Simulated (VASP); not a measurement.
Set up this calculation in VASP 6.6.1, as the native input.

| Property | Result |
| --- | --- |
| Task | single point |
| Functional | LDA |
| Potentials or basis | VASP PAW LDA potentials, release 64 (Pt_sv_GW) |
| Cutoff | 570 eV |
| k mesh | 13 × 13 × 13 |
| Occupations | gaussian, width 0.05 eV |
| Spin | no spin polarisation |
| Dipole correction | no |
| Further INCAR settings | ALGO = Normal; EDIFF = 1e-06; NBANDS = 15 |

The structure of Pt lies in POSCAR:

```
Pt
1.0
   -1.5507117563      1.5507117563      1.5507117563
    1.5507117563     -1.5507117563      1.5507117563
    1.5507117563      1.5507117563     -1.5507117563
Pt
1
Direct
    0.0000000000      0.0000000000      0.0000000000
```

This isn't the form of Pt at room conditions, which is fcc.

These files were run (other wordings do the same):

INCAR

```
PREC = Accurate
ENCUT = 570
EDIFF = 1E-6
ISMEAR = 0
SIGMA = 0.05
LREAL = False
LASPH = True
NELM = 120
ALGO = Normal
ISIF = 2
LWAVE = False
LCHARG = False
GGA = CA
NBANDS = 15
GGA_COMPAT = False
```

KPOINTS

```
Automatic mesh
0
Gamma
  13 13 13
```

Potentials or basis: VASP PAW LDA potentials, release 64 (Pt_sv_GW).

Command:

```sh
$ cat potpaw_LDA.64/Pt_sv_GW/POTCAR > POTCAR
$ mpirun -np 1 vasp_std > vasp.out
```

Results of the run:

```
Pressure               : -0.4 GPa
Band gap on the k mesh : zero (bands 9 and 10 overlap by 2.26 eV)
```

Caveat: spin-orbit coupling is left out, which moves the levels of the heavy elements.

Run time: 12 s on 1 thread of Intel(R) Xeon(R) Platinum 8375C CPU @ 2.90GHz (Ice Lake) (shared host), peak memory 0.15 GiB.
